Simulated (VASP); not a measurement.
# LiSi8O16 (a cell with a defect) in VASP: single point with PBE

Aim: the single point of LiSi8O16 (a cell with a defect) with PBE.

Program: VASP 6.6.1. These are calculated values, not measurements. Logs are shortened: lines on timing, memory, paths and dates and some standing lists are left out, and cuts for length are marked.

## 1. The cell of the first run

The cell holds a defect, 25 atoms: a = 5.846 Å, b = 5.846 Å, c = 5.303 Å, α = 90.00°, β = 90.00°, γ = 90.00°.

## 2. Single point, PBE

Contents of INCAR:

```
ALGO = Normal ; EDIFF = 1E-7
ENCUT = 520 ; GGA = PE
ISIF = 2 ; ISMEAR = 0
LASPH = T ; LCHARG = T
LELF = T ; LREAL = Auto
LVHAR = T ; LWAVE = F
NBANDS = 84 ; NELECT = 130.0
NELM = 80 ; PREC = Accurate
SIGMA = 0.02
```

Contents of KPOINTS:

```
k-points
0
Gamma
  2 2 2
```

Contents of POSCAR:

```
LiSi8O16
1.0
   -4.1337000000     -4.1337000000      0.0000000000
    4.1337000000     -4.1337000000      0.0000000000
    0.0000000000      0.0000000000      5.3034000000
Si O Li
8 16 1
Direct
    0.4999813726      0.4981667755      0.0068787947
    0.0023791035      0.4999940731      0.2528208319
    0.5125582408      0.5114478554      0.5008407814
   -0.0109005250      0.5125704575      0.7588592224
    0.0005513221      0.0023927716      0.0068799261
    0.4981538331      0.0005649902      0.2528202662
   -0.0120251832     -0.0108889131      0.5008419127
    0.5114324939     -0.0120106684      0.7588584682
    0.1951886929      0.4968569320      0.0000324320
    0.0036952367      0.1952016353      0.2596688917
    0.8028273702      0.4986865278      0.0086295584
    0.0018510052      0.8028404335      0.2510700683
    0.1962960544      0.5114132617      0.5071410793
   -0.0108592786      0.1963086339      0.7525594901
    0.8071390038      0.5053183589      0.5021235434
   -0.0047798582      0.8071513414      0.7575775917
    0.6977049617      0.0018712050      0.0086288042
    0.4986820524      0.6977187508      0.2510695026
    0.3053438808      0.0037032199      0.0000322435
    0.4968358855      0.3053575489      0.2596679489
    0.6933935699     -0.0047606261      0.5021231663
    0.5053120691      0.6934079638      0.7575762718
    0.3042361565     -0.0108512954      0.5071412679
    0.5113926990      0.3042504294      0.7525583588
    0.2502663473      0.2502811041      0.6298431195
```

Potentials or basis: VASP PAW PBE potentials, release 64 (Si, O, Li_sv).

The run is started by

```console
> cat potpaw_PBE.64/Si/POTCAR potpaw_PBE.64/O/POTCAR potpaw_PBE.64/Li_sv/POTCAR > POTCAR
> mpirun -np 1 vasp_std > vasp.out
```

OUTCAR:

```text
EDIFF = 1E-7
   ENCUT = 520
   GGA = PE
   ISIF = 2
   ISMEAR = 0
   LASPH = T
   LREAL = Auto
   NELECT = 130.0
   NELM = 80
   PREC = Accurate

 ion  position               nearest neighbor table
   1  0.500  0.498  0.007-  18 1.74  22 1.75  20 1.75  24 1.76  11 1.77   9 1.78   3 2.62   3 2.69
                            25 2.87   4 3.15
   2  0.002  0.500  0.253-  11 1.74  15 1.75   9 1.75  13 1.76  12 1.77  10 1.78   4 2.62   4 2.69
                            25 2.87   7 3.15
   3  0.513  0.511  0.501-  18 1.72  15 1.72  22 1.73  20 1.76  24 1.80  13 1.85  25 2.27   1 2.62
                             1 2.69   8 3.10   4 3.10   6 3.15
   4  0.989  0.513  0.759-  11 1.72  16 1.72  15 1.73   9 1.76  13 1.80  14 1.85  25 2.27   2 2.62
                             2 2.69   7 3.10   3 3.10   1 3.15
   5  0.001  0.002  0.007-  12 1.74  16 1.75  10 1.75  14 1.76  17 1.77  19 1.78   7 2.62   7 2.69
                            25 2.87   8 3.15
   6  0.498  0.001  0.253-  17 1.74  21 1.75  19 1.75  23 1.76  18 1.77  20 1.78   8 2.62   8 2.69
                            25 2.87   3 3.15
   7  0.988  0.989  0.501-  12 1.72  21 1.72  16 1.73  10 1.76  14 1.80  23 1.85  25 2.27   5 2.62
                             5 2.69   4 3.10   8 3.10   2 3.15
   8  0.511  0.988  0.759-  17 1.72  22 1.72  21 1.73  19 1.76  23 1.80  24 1.85  25 2.27   6 2.62
                             6 2.69   3 3.10   7 3.10   5 3.15
   9  0.195  0.497  0.000-   2 1.75   4 1.76   1 1.78
  10  0.004  0.195  0.260-   5 1.75   7 1.76   2 1.78
  11  0.803  0.499  0.009-   4 1.72   2 1.74   1 1.77
  12  0.002  0.803  0.251-   7 1.72   5 1.74   2 1.77
  13  0.196  0.511  0.507-  25 1.69   2 1.76   4 1.80   3 1.85
  14  0.989  0.196  0.753-  25 1.69   5 1.76   7 1.80   4 1.85
  15  0.807  0.505  0.502-   3 1.72   4 1.73   2 1.75
  16  0.995  0.807  0.758-   4 1.72   7 1.73   5 1.75
  17  0.698  0.002  0.009-   8 1.72   6 1.74   5 1.77
  18  0.499  0.698  0.251-   3 1.72   1 1.74   6 1.77
  19  0.305  0.004  0.000-   6 1.75   8 1.76   5 1.78
  20  0.497  0.305  0.260-   1 1.75   3 1.76   6 1.78
  21  0.693  0.995  0.502-   7 1.72   8 1.73   6 1.75
  22  0.505  0.693  0.758-   8 1.72   3 1.73   1 1.75
  23  0.304  0.989  0.507-  25 1.69   6 1.76   8 1.80   7 1.85
  24  0.511  0.304  0.753-  25 1.69   1 1.76   3 1.80   8 1.85
  25  0.250  0.250  0.630-  24 1.69  14 1.69  13 1.69  23 1.69   3 2.27   7 2.27   4 2.27   8 2.27
                             2 2.87   6 2.87   1 2.87   5 2.87

  LATTYP: Found a simple tetragonal cell.
 ALAT       =     5.8459346028
 C/A-ratio  =     0.9071945481

  Lattice vectors:

 A1 = (  -4.1337000000,  -4.1337000000,   0.0000000000)
 A2 = (   4.1337000000,  -4.1337000000,   0.0000000000)
 A3 = (   0.0000000000,   0.0000000000,   5.3034000000)

Analysis of symmetry for initial positions (statically):
=====================================================================
 Subroutine PRICEL returns:
 Original cell was already a primitive cell.

 Routine SETGRP: Setting up the symmetry group for a
 simple tetragonal supercell.

 Subroutine GETGRP returns: Found  2 space group operations
 (whereof  1 operations were pure point group operations)
 out of a pool of 16 trial point group operations.

The static configuration has the point symmetry C_1 .
 The point group associated with its full space group is C_2 .

Analysis of symmetry for dynamics (positions and initial velocities):
=====================================================================
 Subroutine PRICEL returns:
 Original cell was already a primitive cell.

 Routine SETGRP: Setting up the symmetry group for a
 simple tetragonal supercell.

 Subroutine GETGRP returns: Found  2 space group operations
 (whereof  1 operations were pure point group operations)
 out of a pool of 16 trial point group operations.

The dynamic configuration has the point symmetry C_1 .
 The point group associated with its full space group is C_2 .

 Subroutine INISYM returns: Found  2 space group operations
 (whereof  1 operations are pure point group operations),
 and found     1 'primitive' translations

----------------------------------------------------------------------------------------

                                     Primitive cell

  volume of cell :     181.2434

  direct lattice vectors                    reciprocal lattice vectors
    -4.133700000 -4.133700000  0.000000000    -0.120957012 -0.120957012  0.000000000
     4.133700000 -4.133700000  0.000000000     0.120957012 -0.120957012  0.000000000
     0.000000000  0.000000000  5.303400000     0.000000000  0.000000000  0.188558283

[... 65 lines left out ...]

 Generating k-lattice:

  Cartesian coordinates                     Fractional coordinates (reciprocal lattice)
    -0.060478506 -0.060478506  0.000000000     0.500000000  0.000000000  0.000000000
     0.060478506 -0.060478506  0.000000000     0.000000000  0.500000000  0.000000000
     0.000000000  0.000000000  0.094279142     0.000000000  0.000000000  0.500000000

  Length of vectors
     0.085529523  0.085529523  0.094279142

  Shift w.r.t. Gamma in fractional coordinates (k-lattice)
     0.000000000  0.000000000  0.000000000

 Subroutine IBZKPT returns following result:
 ===========================================

 Found      8 irreducible k-points:

 Following reciprocal coordinates:
            Coordinates               Weight
  0.000000  0.000000  0.000000      1.000000
  0.500000  0.000000  0.000000      1.000000
  0.000000  0.500000  0.000000      1.000000
  0.500000  0.500000  0.000000      1.000000
  0.000000  0.000000  0.500000      1.000000
  0.500000  0.000000  0.500000      1.000000
  0.000000  0.500000  0.500000      1.000000
  0.500000  0.500000  0.500000      1.000000
   k-points           NKPTS =      8   k-points in BZ     NKDIM =      8   number of bands    NBANDS=     84
   number of dos      NEDOS =    301   number of ions     NIONS =     25
   total plane-waves  NPLWV =  92160
   dimension x,y,z NGX =    48 NGY =   48 NGZ =   40
   dimension x,y,z NGXF=    96 NGYF=   96 NGZF=   80
   ions per type =               8  16   1
   NGX,Y,Z   is equivalent  to a cutoff of  13.65, 13.65, 12.54 a.u.
   NGXF,Y,Z  is equivalent  to a cutoff of  27.30, 27.30, 25.08 a.u.
 SYSTEM =  unknown system
   PREC   = accura    normal or accurate (medium, high low for compatibility)
   ISTART =      0    job   : 0-new  1-cont  2-samecut
   ICHARG =      2    charge: 1-file 2-atom 10-const
   ISPIN  =      1    spin polarized calculation?
   LNONCOLLINEAR =      F non collinear calculations
   LSORBIT =      F    spin-orbit coupling
   LASPH  =      T    aspherical Exc in radial PAW
   ENCUT  =  520.0 eV  38.22 Ry    6.18 a.u.  10.87 10.87  9.86*2*pi/ulx,y,z
   NELM   =     80;   NELMIN=  2; NELMDL= -5     # of ELM steps
   EDIFF  = 0.1E-06   stopping-criterion for ELM
   LREAL  =      T    real-space projection
   EDIFFG = 0.1E-05   stopping-criterion for IOM
   NSW    =      0    number of steps for IOM
   IBRION =     -1    ionic relax: 0-MD 1-quasi-New 2-CG
   NFREE  =      0    steps in history (QN), initial steepest desc. (CG)
   ISIF   =      2    stress and relaxation
   ISYM   =      2    0-nonsym 1-usesym 2-fastsym
   POTIM  = 0.5000    time-step for ionic-motion
   TEBEG  =    0.0;   TEEND  =   0.0 temperature during run
   PSTRESS=    0.0 pullay stress
   NELECT =     130.0000    total number of electrons
   NUPDOWN=      -1.0000    fix difference up-down
   EMIN   =  10.00;   EMAX   =-10.00  energy-range for DOS
   EFERMI =   0.00;   METHOD = LEGACY
   ISMEAR =     0;   SIGMA  =   0.02  broadening in eV -4-tet -1-fermi 0-gaus
   EFERMI_NEDOS =   21; number of points for ismear=-14 and -15
   IALGO  =     38    algorithm
   IMIX   =      4    mixing-type and parameters
     AMIX     =   0.40;   BMIX     =  1.00
     AMIX_MAG =   1.60;   BMIX_MAG =  1.00
  volume/ion in A,a.u.               =       7.25        48.92
  Fermi-wavevector in a.u.,A,eV,Ry     =   1.465442  2.769283 29.218771  2.147519
  Thomas-Fermi vector in A             =   2.581298
   LORBIT       =      0    0 simple, 1 ext, 2 COOP (PROOUT), +10 PAW based schemes
   GGA     = PE    functional components
   LHFCALC =     F    Hartree Fock is set to
   AEXX    =    0.0000 exact exchange contribution
   IVDW    =     0    specifies the selected vdW correction
   LEPSILON=     F    determine dielectric tensor
   LRPA    =     F    only Hartree local field effects (RPA)
 non-spin polarized calculation
 Gauss-broadening in eV      SIGMA  =   0.02
  energy-cutoff  :      520.00
  volume of cell :      181.24
 maximum number of plane-waves:      4912
 NGX is ok and might be reduce to    48
   NGX = 21   NGY = 21   NGZ = 19

 number of electron     129.9999989 magnetization

 Free energy of the ion-electron system (eV)
  ---------------------------------------------------
  ext. energy  EPLUGINS =         0.00000000
  ---------------------------------------------------
  free energy    TOTEN  =      -196.09313613 eV

  energy without entropy =     -196.09313613  energy(sigma->0) =     -196.09313613

 E-fermi :   8.8942     XC(G=0): -12.4896

 val. band max:        8.7966714631   @ k =   0.0000   0.0000   0.0000
 cond. band min:      14.8935138500   @ k =   0.0000   0.0000   0.0000
 fundamental gap:      6.0968423869
 Fermi energy:         8.8942175258

 k-point     1 :       0.0000    0.0000    0.0000
  band No.  band energies     occupation
      1     -34.7157      2.00000
      2     -13.9381      2.00000
      3     -12.1559      2.00000
      4     -12.1558      2.00000
      5     -11.2226      2.00000
      6     -11.1783      2.00000
[... 629 lines left out ...]
     76      19.5661      0.00000
     77      19.5661      0.00000
 [bands above 77 left out]

------------------------ aborting loop because EDIFF is reached ----------------------------------------

  FORCE on cell =-STRESS in cart. coord.  units (eV):
  Direction    XX          YY          ZZ          XY          YZ          ZX
  --------------------------------------------------------------------------------------
  -------------------------------------------------------------------------------------
  Total       19.6888770     19.6752073     15.6175300      0.0016538      0.0000000      0.0000000
  in kB      174.0480810    173.9272420    138.0577022      0.0146194      0.0000000      0.0000000
  external PRESSURE =     162.0110084 kB  Pullay stress =       0.0000000 kB

 VOLUME and BASIS-vectors are now :
 -----------------------------------------------------------------------------
  energy-cutoff  :      520.00
  volume of cell :      181.24
      direct lattice vectors                 reciprocal lattice vectors
    -4.133700000 -4.133700000  0.000000000    -0.120957012 -0.120957012  0.000000000
     4.133700000 -4.133700000  0.000000000     0.120957012 -0.120957012  0.000000000
     0.000000000  0.000000000  5.303400000     0.000000000  0.000000000  0.188558283

 POSITION                                       TOTAL-FORCE (eV/Angst)
 -----------------------------------------------------------------------------------
     -0.00750     -4.12604      0.03648        -0.010678      0.010903     -0.002329
      2.05699     -2.07666      1.34081        -0.009951     -0.010119      0.002522
     -0.00459     -4.23293      2.65616         0.003664     -0.034141     -0.025071
     -1.96983     -6.20745      4.02453         0.033587      0.005608      0.023214
      0.00761     -0.01217      0.03649         0.010678     -0.010903     -0.002329
     -2.05688     -2.06155      1.34081         0.009951      0.010119      0.002522
[... 17 lines left out ...]
     -0.85626     -3.37162      3.99112        -0.073775     -0.041675      0.003499
      0.00006     -2.06911      3.34031        -0.000000     -0.000000      0.000201
 -----------------------------------------------------------------------------------
    total drift:                                0.099444     -0.118782      0.011705

  FREE ENERGIE OF THE ION-ELECTRON SYSTEM (eV)
  ---------------------------------------------------
  free  energy   TOTEN  =      -196.0931361329 eV

  energy  without entropy=     -196.0931361329  energy(sigma->0) =     -196.09313613
```

Run time: 4.4 min. Hardware: 1 thread of Intel Xeon Platinum 8124M at 3.00GHz (Skylake/Cascade Lake), shared host; peak memory 0.32 GiB.

Results:

* Free energy: -196.0931 eV
* Largest force: 0.085 eV/Å

Forces on the atoms (eV/Å):
```
Si  -0.011  0.011 -0.002
Si  -0.010 -0.010  0.003
Si   0.004 -0.034 -0.025
Si   0.034  0.006  0.023
Si   0.011 -0.011 -0.002
Si   0.010  0.010  0.003
Si  -0.004  0.034 -0.025
Si  -0.034 -0.006  0.023
O   -0.012  0.008 -0.026
O   -0.004 -0.015  0.027
O    0.023  0.003  0.043
O   -0.005  0.022 -0.041
O    0.041 -0.074 -0.004
O    0.074  0.042  0.003
O    0.004 -0.026  0.001
O    0.026  0.006 -0.001
O   -0.023 -0.003  0.043
O    0.005 -0.022 -0.041
O    0.012 -0.008 -0.026
O    0.004  0.015  0.027
O   -0.004  0.026  0.001
O   -0.026 -0.006 -0.001
O   -0.041  0.074 -0.004
O   -0.074 -0.042  0.003
Li   0.000  0.000  0.000
```

Levels at points of the mesh, in eV from the Fermi level:
```tsv
k point	band 61	band 62	band 63	band 64	band 65	band 66	band 67	band 68	band 69	band 70
(0.00, 0.00, 0.00)	-1.71	-1.71	-0.96	-0.96	-0.10	6.00	6.65	7.37	7.37	7.66
(0.50, 0.00, 0.00)	-1.92	-1.60	-1.49	-0.98	-0.88	6.98	7.02	7.70	7.83	8.24
(0.00, 0.50, 0.00)	-1.92	-1.60	-1.49	-0.98	-0.88	6.98	7.02	7.70	7.83	8.24
(0.50, 0.50, 0.00)	-1.74	-1.26	-1.15	-1.15	-1.02	7.79	7.92	7.92	8.05	8.79
(0.00, 0.00, 0.50)	-1.66	-1.51	-1.51	-1.08	-0.77	7.69	7.90	8.27	8.27	8.51
(0.50, 0.00, 0.50)	-1.65	-1.22	-1.12	-0.95	-0.88	7.98	8.16	8.23	8.37	9.12
(0.00, 0.50, 0.50)	-1.65	-1.22	-1.12	-0.95	-0.88	7.98	8.16	8.23	8.37	9.12
(0.50, 0.50, 0.50)	-1.55	-1.44	-1.44	-1.43	-1.39	8.87	9.12	9.12	9.24	9.55
```

Caveat: the k points lie up to 0.59 Å⁻¹ apart; the cell carries a net charge on a neutralising background, which shifts energy and pressure; the cell is charged against a uniform background, so pressure and absolute levels hang on convention; the cutoff is under 1.25 times the usual one of these potentials, so pressure, stress and relaxed cells hold a basis-set (Pulay) error.
